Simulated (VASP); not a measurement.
# TiO2 (P4_2nm) in VASP: a series of runs

TiO2 is run at these levels: PBE+U; tasks: single point.

All numbers are computed with VASP 6.6.1; they aren't measurements. Logs are shortened: lines on timing, memory, paths and dates and some standing lists are left out, and cuts for length are marked.

**1. The cell of the first run**

The structure is tetragonal, space group P4_2nm (No. 102). Conventional cell: a = 4.640 Å, b = 4.640 Å, c = 3.006 Å, α = 90.00°, β = 90.00°, γ = 90.00°. Ti (site symmetry 2mm) has 6 O at 1.73 to 2.24 Å within 2.3 Å. O (site symmetry m) has 3 Ti at 1.73 to 2.24 Å within 2.3 Å.

**2. Single point, PBE+U (atoms displaced along a vibrational mode)**

The input, INCAR:

```
PREC = Accurate ; ENCUT = 520
EDIFF = 1E-6 ; ISMEAR = 0
SIGMA = 0.05 ; LREAL = False
LASPH = True ; NELM = 150
ALGO = Normal ; ISIF = 2
LWAVE = False ; LCHARG = False
LMAXMIX = 4 ; LDAU = True
LDAUTYPE = 2 ; LDAUL = 2 -1
LDAUU = 4 0 ; LDAUJ = 0 0
LDAUPRINT = 1 ; GGA = PE
NBANDS = 33
```

The input, KPOINTS:

```
Automatic mesh
0
Gamma
  6 6 10
```

The input, POSCAR:

```
TiO2
1.0
    4.6403824120      0.0000000000      0.0000000000
    0.0000000000      4.6403824120      0.0000000000
    0.0000000000      0.0000000000      3.0063836717
Ti O
2 4
Direct
    0.0000000000      0.0000000000     -0.0444705209
    0.5000000000      0.5000000000      0.4555294791
    0.3056475955      0.3056475955      0.0665251085
    0.1943524045      0.8056475955      0.5665251085
    0.6943524045      0.6943524045      0.0665251085
    0.8056475955      0.1943524045      0.5665251085
```

Potentials or basis: VASP PAW PBE potentials, release 64 (Ti_sv, O).

Launch:

```console
cat potpaw_PBE.64/Ti_sv/POTCAR potpaw_PBE.64/O/POTCAR > POTCAR
mpirun -np 1 vasp_std > vasp.out
```

OUTCAR:

```text
PREC = Accurate
   ENCUT = 520
   EDIFF = 1E-6
   ISMEAR = 0
   LREAL = False
   LASPH = True
   NELM = 150
   ISIF = 2
   GGA = PE

 ion  position               nearest neighbor table
   1  0.000  0.000  0.956-   4 1.73   6 1.73   5 2.03   3 2.03   4 2.24   6 2.24
   2  0.500  0.500  0.456-   3 1.73   5 1.73   4 2.03   6 2.03   3 2.24   5 2.24
   3  0.306  0.306  0.067-   2 1.73   1 2.03   2 2.24
   4  0.194  0.806  0.567-   1 1.73   2 2.03   1 2.24
   5  0.694  0.694  0.067-   2 1.73   1 2.03   2 2.24
   6  0.806  0.194  0.567-   1 1.73   2 2.03   1 2.24

  LATTYP: Found a simple tetragonal cell.
 ALAT       =     4.6403824120
 C/A-ratio  =     0.6478741200

  Lattice vectors:

 A1 = (   4.6403824120,   0.0000000000,   0.0000000000)
 A2 = (   0.0000000000,   4.6403824120,   0.0000000000)
 A3 = (   0.0000000000,   0.0000000000,   3.0063836717)

Analysis of symmetry for initial positions (statically):
=====================================================================
 Subroutine PRICEL returns:
 Original cell was already a primitive cell.

 Routine SETGRP: Setting up the symmetry group for a
 simple tetragonal supercell.

 Subroutine GETGRP returns: Found  8 space group operations
 (whereof  4 operations were pure point group operations)
 out of a pool of 16 trial point group operations.

The static configuration has the point symmetry C_2v.
 The point group associated with its full space group is C_4v.

Analysis of symmetry for dynamics (positions and initial velocities):
=====================================================================
 Subroutine PRICEL returns:
 Original cell was already a primitive cell.

 Routine SETGRP: Setting up the symmetry group for a
 simple tetragonal supercell.

 Subroutine GETGRP returns: Found  8 space group operations
 (whereof  4 operations were pure point group operations)
 out of a pool of 16 trial point group operations.

The dynamic configuration has the point symmetry C_2v.
 The point group associated with its full space group is C_4v.

 Subroutine INISYM returns: Found  8 space group operations
 (whereof  4 operations are pure point group operations),
 and found     1 'primitive' translations

----------------------------------------------------------------------------------------

                                     Primitive cell

  volume of cell :      64.7369

  direct lattice vectors                    reciprocal lattice vectors
     4.640382412  0.000000000  0.000000000     0.215499481  0.000000000  0.000000000
     0.000000000  4.640382412  0.000000000     0.000000000  0.215499481  0.000000000
     0.000000000  0.000000000  3.006383672     0.000000000  0.000000000  0.332625543

  length of vectors
     4.640382412  4.640382412  3.006383672     0.215499481  0.215499481  0.332625543

  position of ions in fractional coordinates (direct lattice)
     0.000000000  0.000000000  0.955529479
     0.500000000  0.500000000  0.455529479
     0.305647595  0.305647595  0.066525109
     0.194352405  0.805647595  0.566525109
     0.694352405  0.694352405  0.066525109
     0.805647595  0.194352405  0.566525109

  ion indices of the primitive-cell ions
   primitive index   ion index
                 1           1
                 2           2
                 3           3
                 4           4
                 5           5
                 6           6

[... 101 lines left out ...]
   LHFCALC =     F    Hartree Fock is set to
   AEXX    =    0.0000 exact exchange contribution
   IVDW    =     0    specifies the selected vdW correction
   LEPSILON=     F    determine dielectric tensor
   LRPA    =     F    only Hartree local field effects (RPA)
 non-spin polarized calculation
 Gauss-broadening in eV      SIGMA  =   0.05
  energy-cutoff  :      520.00
  volume of cell :       64.74
 maximum number of plane-waves:      1764
 NGX is ok and might be reduce to    36
   NGX = 17   NGY = 17   NGZ = 11

atom =   1  type =  1  l = 2

 onsite density matrix

spin component  1

  0.2202  0.0000 -0.0315  0.0000  0.0000
  0.0000  0.2158  0.0000 -0.0970  0.0000
 -0.0315  0.0000  0.1369  0.0000  0.0000
  0.0000 -0.0970  0.0000  0.2158  0.0000
  0.0000  0.0000  0.0000  0.0000  0.1186

spin component  2

  0.2202  0.0000 -0.0315  0.0000  0.0000
  0.0000  0.2158  0.0000 -0.0970  0.0000
 -0.0315  0.0000  0.1369  0.0000  0.0000
  0.0000 -0.0970  0.0000  0.2158  0.0000
  0.0000  0.0000  0.0000  0.0000  0.1186

 occupancies and eigenvectors

  o =  0.1186  v =  0.0000  0.0000  0.0000  0.0000 -1.0000  0.0000  0.0000  0.0000  0.0000  0.0000      0.0000  0.0000  0.0000  0.0000  0.0000  0.0000  0.0000  0.0000  0.0000  0.0000
  o =  0.1186  v =  0.0000  0.0000  0.0000  0.0000  0.0000  0.0000  0.0000  0.0000  0.0000 -1.0000      0.0000  0.0000  0.0000  0.0000  0.0000  0.0000  0.0000  0.0000  0.0000  0.0000
  o =  0.1188  v =  0.0000 -0.7071  0.0000 -0.7071  0.0000  0.0000  0.0000  0.0000  0.0000  0.0000      0.0000  0.0000  0.0000  0.0000  0.0000  0.0000  0.0000  0.0000  0.0000  0.0000
  o =  0.1188  v =  0.0000  0.0000  0.0000  0.0000  0.0000  0.0000 -0.7071  0.0000 -0.7071  0.0000      0.0000  0.0000  0.0000  0.0000  0.0000  0.0000  0.0000  0.0000  0.0000  0.0000
  o =  0.1264  v =  0.0000  0.0000  0.0000  0.0000  0.0000 -0.3180  0.0000 -0.9481  0.0000  0.0000      0.0000  0.0000  0.0000  0.0000  0.0000  0.0000  0.0000  0.0000  0.0000  0.0000
  o =  0.1264  v = -0.3180  0.0000 -0.9481  0.0000  0.0000  0.0000  0.0000  0.0000  0.0000  0.0000      0.0000  0.0000  0.0000  0.0000  0.0000  0.0000  0.0000  0.0000  0.0000  0.0000
  o =  0.2307  v = -0.9481  0.0000  0.3180  0.0000  0.0000  0.0000  0.0000  0.0000  0.0000  0.0000      0.0000  0.0000  0.0000  0.0000  0.0000  0.0000  0.0000  0.0000  0.0000  0.0000
  o =  0.2307  v =  0.0000  0.0000  0.0000  0.0000  0.0000 -0.9481  0.0000  0.3180  0.0000  0.0000      0.0000  0.0000  0.0000  0.0000  0.0000  0.0000  0.0000  0.0000  0.0000  0.0000
  o =  0.3128  v =  0.0000  0.0000  0.0000  0.0000  0.0000  0.0000 -0.7071  0.0000  0.7071  0.0000      0.0000  0.0000  0.0000  0.0000  0.0000  0.0000  0.0000  0.0000  0.0000  0.0000
  o =  0.3128  v =  0.0000 -0.7071  0.0000  0.7071  0.0000  0.0000  0.0000  0.0000  0.0000  0.0000      0.0000  0.0000  0.0000  0.0000  0.0000  0.0000  0.0000  0.0000  0.0000  0.0000

atom =   2  type =  1  l = 2

 onsite density matrix

spin component  1

  0.2202  0.0000  0.0315  0.0000  0.0000
  0.0000  0.2158  0.0000  0.0970  0.0000
  0.0315  0.0000  0.1369  0.0000  0.0000
  0.0000  0.0970  0.0000  0.2158  0.0000
  0.0000  0.0000  0.0000  0.0000  0.1186

spin component  2

  0.2202  0.0000  0.0315  0.0000  0.0000
  0.0000  0.2158  0.0000  0.0970  0.0000
  0.0315  0.0000  0.1369  0.0000  0.0000
  0.0000  0.0970  0.0000  0.2158  0.0000
  0.0000  0.0000  0.0000  0.0000  0.1186

 occupancies and eigenvectors

  o =  0.1186  v =  0.0000  0.0000  0.0000  0.0000  1.0000  0.0000  0.0000  0.0000  0.0000  0.0000      0.0000  0.0000  0.0000  0.0000  0.0000  0.0000  0.0000  0.0000  0.0000  0.0000
  o =  0.1186  v =  0.0000  0.0000  0.0000  0.0000  0.0000  0.0000  0.0000  0.0000  0.0000  1.0000      0.0000  0.0000  0.0000  0.0000  0.0000  0.0000  0.0000  0.0000  0.0000  0.0000
  o =  0.1188  v =  0.0000  0.7071  0.0000 -0.7071  0.0000  0.0000  0.0000  0.0000  0.0000  0.0000      0.0000  0.0000  0.0000  0.0000  0.0000  0.0000  0.0000  0.0000  0.0000  0.0000
  o =  0.1188  v =  0.0000  0.0000  0.0000  0.0000  0.0000  0.0000  0.7071  0.0000 -0.7071  0.0000      0.0000  0.0000  0.0000  0.0000  0.0000  0.0000  0.0000  0.0000  0.0000  0.0000
  o =  0.1264  v =  0.0000  0.0000  0.0000  0.0000  0.0000 -0.3180  0.0000  0.9481  0.0000  0.0000      0.0000  0.0000  0.0000  0.0000  0.0000  0.0000  0.0000  0.0000  0.0000  0.0000
  o =  0.1264  v = -0.3180  0.0000  0.9481  0.0000  0.0000  0.0000  0.0000  0.0000  0.0000  0.0000      0.0000  0.0000  0.0000  0.0000  0.0000  0.0000  0.0000  0.0000  0.0000  0.0000
  o =  0.2307  v = -0.9481  0.0000 -0.3180  0.0000  0.0000  0.0000  0.0000  0.0000  0.0000  0.0000      0.0000  0.0000  0.0000  0.0000  0.0000  0.0000  0.0000  0.0000  0.0000  0.0000
  o =  0.2307  v =  0.0000  0.0000  0.0000  0.0000  0.0000 -0.9481  0.0000 -0.3180  0.0000  0.0000      0.0000  0.0000  0.0000  0.0000  0.0000  0.0000  0.0000  0.0000  0.0000  0.0000
  o =  0.3128  v =  0.0000  0.0000  0.0000  0.0000  0.0000  0.0000 -0.7071  0.0000 -0.7071  0.0000      0.0000  0.0000  0.0000  0.0000  0.0000  0.0000  0.0000  0.0000  0.0000  0.0000
  o =  0.3128  v =  0.0000 -0.7071  0.0000 -0.7071  0.0000  0.0000  0.0000  0.0000  0.0000  0.0000      0.0000  0.0000  0.0000  0.0000  0.0000  0.0000  0.0000  0.0000  0.0000  0.0000

 number of electron      48.0000026 magnetization

 Free energy of the ion-electron system (eV)
  ---------------------------------------------------
  ext. energy  EPLUGINS =         0.00000000
  ---------------------------------------------------
  free energy    TOTEN  =       -47.34360380 eV

  energy without entropy =      -47.34360380  energy(sigma->0) =      -47.34360380

 E-fermi :   4.5284     XC(G=0): -11.1653

 val. band max:        4.2907891281   @ k =   0.0000   0.0000   0.0000
 cond. band min:       7.5612444496   @ k =   0.5000   0.5000   0.5000
 fundamental gap:      3.2704553214
 Fermi energy:         4.5283900077

 k-point     1 :       0.0000    0.0000    0.0000
  band No.  band energies     occupation
      1     -52.7439      2.00000
      2     -52.7300      2.00000
      3     -29.1155      2.00000
      4     -29.1155      2.00000
      5     -28.9728      2.00000
      6     -28.9383      2.00000
[... 853 lines left out ...]
     32       9.7845      0.00000
     33      11.9034      0.00000

 [... further k-points ...]
[... 5 lines left out ...]
  --------------------------------------------------------------------------------------
  -------------------------------------------------------------------------------------
  Total        7.2690479      7.2690479     10.4432606      0.0000000      0.0000000      0.0000000
  in kB      179.9020721    179.9020721    258.4608394      0.0000000      0.0000000      0.0000000
  external PRESSURE =     206.0883279 kB  Pullay stress =       0.0000000 kB

 VOLUME and BASIS-vectors are now :
 -----------------------------------------------------------------------------
  energy-cutoff  :      520.00
  volume of cell :       64.74
      direct lattice vectors                 reciprocal lattice vectors
     4.640382412  0.000000000  0.000000000     0.215499481  0.000000000  0.000000000
     0.000000000  4.640382412  0.000000000     0.000000000  0.215499481  0.000000000
     0.000000000  0.000000000  3.006383672     0.000000000  0.000000000  0.332625543

 POSITION                                       TOTAL-FORCE (eV/Angst)
 -----------------------------------------------------------------------------------
      0.00000      0.00000      2.87269         0.000000      0.000000      4.417595
      2.32019      2.32019      1.36950         0.000000      0.000000      4.417595
      1.41832      1.41832      0.20000        -1.507096     -1.507096     -2.208797
      0.90187      3.73851      1.70319         1.507096     -1.507096     -2.208797
      3.22206      3.22206      0.20000         1.507096      1.507096     -2.208797
      3.73851      0.90187      1.70319        -1.507096      1.507096     -2.208797
 -----------------------------------------------------------------------------------
    total drift:                               -0.000000      0.000000     -0.001683

  FREE ENERGIE OF THE ION-ELECTRON SYSTEM (eV)
  ---------------------------------------------------
  free  energy   TOTEN  =       -47.3436037956 eV

  energy  without entropy=      -47.3436037956  energy(sigma->0) =      -47.34360380
```

Run time: 95 s. Hardware: 1 thread of Intel Xeon Platinum 8488C (Sapphire Rapids), shared host; peak memory 0.23 GiB.

What came out:

```
Free energy            : -47.3436 eV
Pressure               : 20.6 GPa
Largest force          : 4.418 eV/Å
Band gap on the k mesh : 3.27 eV (least direct gap 3.61 eV)
```

Forces in eV/Å, atoms in the order of the input:
```
Ti   0.000  0.000  4.418
Ti   0.000  0.000  4.418
O   -1.507 -1.507 -2.209
O    1.507 -1.507 -2.209
O    1.507  1.507 -2.209
O   -1.507  1.507 -2.209
```

Eigenvalues of the final occupation matrices:
| site | spin | trace | eigenvalues |
| --- | --- | --- | --- |
| site 1 d | 1 | 0.91 | 0.12 0.12 0.13 0.23 0.31 |
| site 1 d | 2 | 0.91 | 0.12 0.12 0.13 0.23 0.31 |
| site 2 d | 1 | 0.91 | 0.12 0.12 0.13 0.23 0.31 |
| site 2 d | 2 | 0.91 | 0.12 0.12 0.13 0.23 0.31 |

Caveat: the cell differs from its parent crystal (atoms displaced along a vibrational mode); the stress differs along the axes, from 18 to 26 GPa; forces of over 1 eV/Å act on the atoms, so gaps and moduli don't describe the material at rest.

(Continued in part 2 of 2.)
